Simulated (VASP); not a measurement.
Input of a VASP 6.6.1 run:

File INCAR:

```
PREC     = Accurate       # precision mode
ENCUT    = 520            # plane-wave cutoff, eV
EDIFF    = 1E-6           # SCF threshold, eV
ISMEAR   = -1             # smearing method
SIGMA    = 0.1            # smearing width, eV
LREAL    = F              # projectors in reciprocal space
LASPH    = T              # aspherical terms in the spheres
NELM     = 150            # most SCF steps
ALGO     = Normal         # electronic algorithm
ISIF     = 2              # what is computed and relaxed
LWAVE    = F              # write WAVECAR
LCHARG   = F              # write CHGCAR
MAGMOM   = 0.929 -2.841 2.659 0 0 0 # initial moments
LORBIT   = 11             # projections on sites
LSORBIT  = T              # spin-orbit coupling
GGA_COMPAT= F            
LORBMOM  = T            
LMAXMIX  = 4              # l up to which the mixer works
GGA      = PE             # functional
NBANDS   = 23             # bands
```

Contents of KPOINTS:

```
Automatic mesh
0
Gamma
  8 8 8
```

POSCAR

```
AlFe
1.0
    2.9091610000      0.0000000000      0.0000000000
    0.0000000000      2.9091610000      0.0000000000
    0.0000000000      0.0000000000      2.9091610000
Fe Al
1 1
Direct
    0.5000000000      0.5000000000      0.5000000000
    0.0000000000      0.0000000000      0.0000000000
```

Potentials or basis: VASP PAW PBE potentials, release 64 (Fe, Al).

Run with:

```bash
$ cat potpaw_PBE.64/Fe/POTCAR potpaw_PBE.64/Al/POTCAR > POTCAR
$ mpirun -np 1 vasp_ncl > vasp.out
```

Question: What does it give for the pressure?

Answer: -5.5 GPa.

Question: Predict the net moment.

Answer: 0.74 μB per cell.

Moments on the atoms (μB; x, y, z):
```
Fe   0.18 -0.56  0.52
Al  -0.01  0.02 -0.02
```
